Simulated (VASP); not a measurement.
Here is a VASP 6.6.1 calculation.

File INCAR:

```
SYSTEM = CsVRh3
PREC = Accurate ; ENCUT = 520
EDIFF = 1E-6 ; ISMEAR = 0
SIGMA = 0.0474 ; LREAL = .False.
LASPH = .True. ; NELM = 150
ALGO = Normal ; ISIF = 2
LWAVE = .False. ; LCHARG = .False.
LMAXMIX = 4 ; LDAU = .True.
LDAUTYPE = 2 ; LDAUL = -1 -1 2
LDAUU = 0 0 3 ; LDAUJ = 0 0 0
LDAUPRINT = 1 ; GGA = PE
NBANDS = 78
```

KPOINTS

```
regular mesh
0
Gamma
  3 3 4
  0 0 0
```

File POSCAR:

```
CsVRh3
1.0
    6.3934200000      0.0000000000      0.0000000000
   -3.1967100000      5.5368670000      0.0000000000
    0.0000000000      0.0000000000      5.4199080000
V Cs Rh
2 2 6
Direct
    0.0000000000      0.0000000000      0.0000000000
    0.0000000000      0.0000000000      0.5000000000
    0.3333000000      0.6667000000      0.7500000000
    0.6666000000      0.3333000000      0.2500000000
    0.1666000000      0.3332000000      0.2500000000
    0.8334000000      0.1666000000      0.7500000000
    0.6668000000      0.8334000000      0.2500000000
    0.8334000000      0.6668000000      0.7500000000
    0.1666000000      0.8334000000      0.2500000000
    0.3332000000      0.1666000000      0.7500000000
```

Potentials or basis: VASP PAW PBE potentials, release 64 (V_sv, Cs_sv, Rh_pv).

Command:

```bash
$ cat potpaw_PBE.64/V_sv/POTCAR potpaw_PBE.64/Cs_sv/POTCAR potpaw_PBE.64/Rh_pv/POTCAR > POTCAR
$ mpirun -np 1 vasp_std > vasp.out
```

Problem. What does it give for the band gap on the k mesh?

Solution. Zero (band 67 reaches 7.76 eV, above the bottom of band 68 at 6.63 eV).

Problem. Predict the pressure.

Solution. 9.4 GPa.

Problem. Estimate the largest force.

Solution. 1.287 eV/Å.

Eigenvalues of the final occupation matrices:
| site | spin | trace | eigenvalues |
| --- | --- | --- | --- |
| site 5 d | 1 | 3.81 | 0.71 0.74 0.76 0.78 0.83 |
| site 5 d | 2 | 3.81 | 0.71 0.74 0.76 0.78 0.83 |
| site 6 d | 1 | 3.81 | 0.71 0.74 0.76 0.78 0.83 |
| site 6 d | 2 | 3.81 | 0.71 0.74 0.76 0.78 0.83 |
| site 7 d | 1 | 3.81 | 0.71 0.74 0.76 0.78 0.83 |
| site 7 d | 2 | 3.81 | 0.71 0.74 0.76 0.78 0.83 |
| site 8 d | 1 | 3.81 | 0.71 0.74 0.76 0.78 0.83 |
| site 8 d | 2 | 3.81 | 0.71 0.74 0.76 0.78 0.83 |
| site 9 d | 1 | 3.81 | 0.71 0.74 0.76 0.78 0.83 |
| site 9 d | 2 | 3.81 | 0.71 0.74 0.76 0.78 0.83 |
| site 10 d | 1 | 3.81 | 0.71 0.74 0.76 0.78 0.83 |
| site 10 d | 2 | 3.81 | 0.71 0.74 0.76 0.78 0.83 |

Caveat: the k points lie up to 0.38 Å⁻¹ apart; spin-orbit coupling is left out, which moves the levels of the heavy elements; U without spin polarisation on a metal has little footing; the U is typed as a test and isn't derived for this compound; forces of over 1 eV/Å act on the atoms, so gaps and moduli don't describe the material at rest.
